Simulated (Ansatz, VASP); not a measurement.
**Cs in VASP and in Ansatz**

Contents of INCAR:

```
ALGO = Fast
EDIFF = 1E-6
ENCUT = 520
GGA = PE
ISIF = 2
ISMEAR = 0
LASPH = T
LCHARG = T
LELF = T
LREAL = F
LVHAR = T
LWAVE = F
NBANDS = 10
NELM = 60
PREC = Accurate
SIGMA = 0.15
```

The input KPOINTS:

```
k-points
0
Gamma
  12 12 12
```

Contents of POSCAR:

```
Cs
1.0
   -2.9658281250      3.0225000000      2.9658281250
    3.0791718750     -3.0225000000      3.0791718750
    2.9658281250      3.0225000000     -2.9658281250
Cs
1
Direct
    0.0000000000      0.0000000000      0.0000000000
```

Input for Ansatz:

```yaml
crystal:
  lattice:
    - [-2.965828125, 3.0225, 2.965828125]
    - [3.079171875, -3.0225, 3.079171875]
    - [2.965828125, 3.0225, -2.965828125]
  atoms:
    - { symbol: Cs, position: [0.0, 0.0, 0.0] }
basis:
  ecutwfc: 420
kpoints:
  mp_grid: { grid: [12, 12, 12] }
hamiltonian:
  xc: pbe
scf:
  occupations: { method: gaussian, width: 0.15 }
output:
  forces: true
  stress: true
  eigenvalues: true
```

Change from the starting cell: strain +0.0375 x Voigt [0, 0, 0, 0, 1, 0], atoms carried along.

Alike in both runs: task single point; functional PBE; k mesh 12 × 12 × 12; occupations gaussian, width 0.15 eV; no spin polarisation.

|  | VASP | Ansatz |
| --- | --- | --- |
| version | VASP 6.6.1 | Ansatz 0.2.0 |
| potentials or method | VASP PAW PBE potentials, release 64 (Cs_sv), cutoff 520 eV | scalar-relativistic, plane waves, PAW |
| valence electrons in the cell | 9 | 9 |

```tsv
	VASP	Ansatz	Ansatz less VASP
gap on the k mesh at the Fermi level (eV)	none	none	-
pressure (GPa)	0.1	0.1	+0.01
traceless stress, the component that is largest in VASP (GPa)	-0.06	-0.06	0.000
```

A gap of «none» marks a metal or a gap that the smearing closes. With one functional, cell and mesh, what is left measures potentials, basis and numerics.

Spin-orbit coupling is off throughout.
